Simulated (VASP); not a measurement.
The system is CdS.

```xyz
2
Lattice="4.2612 0.0000 0.0000 -2.1306 3.6903 0.0000 0.0000 0.0000 5.8042" Properties=species:S:1:pos:R:3 pbc="T T T"
Cd    0.0000    0.0000    2.5695
S     2.1306    1.2301    2.5208
```

Base run:

- Program: VASP 6.6.1
- Functional: PBEsol
- Potentials or basis: VASP PAW PBE potentials, release 64 (Cd, S)
- Cutoff: 520 eV
- k mesh: 9 × 9 × 6
- Occupations: gaussian, width 0.05 eV
- Spin: no spin polarisation

Its results: band gap on the k mesh 1.42 eV, indirect (the least direct gap lies 4.2 meV higher); pressure -1.3 GPa; largest force 0.014 eV/Å.

**Question.** The run is repeated on the same cell with these changes: potentials or basis from VASP PAW PBE potentials, release 64 (Cd, S) to VASP PAW PBE potentials, release 64 (Cd_sv_GW, S); cutoff from 520 eV to 540 eV; further incar settings from ALGO = Normal; EDIFF = 1e-06; NBANDS = 16 to ALGO = Normal; EDIFF = 1e-06; NBANDS = 20; valence electrons from 18 to 26. What comes out?

**Answer.** Band gap on the k mesh 1.41 eV, indirect (the least direct gap lies 4.2 meV higher); pressure -2.0 GPa; largest force 0.017 eV/Å.

Caveats: the PAW data sets were made with another functional, which shifts forces and pressure a little.

A k mesh can miss the band edges.
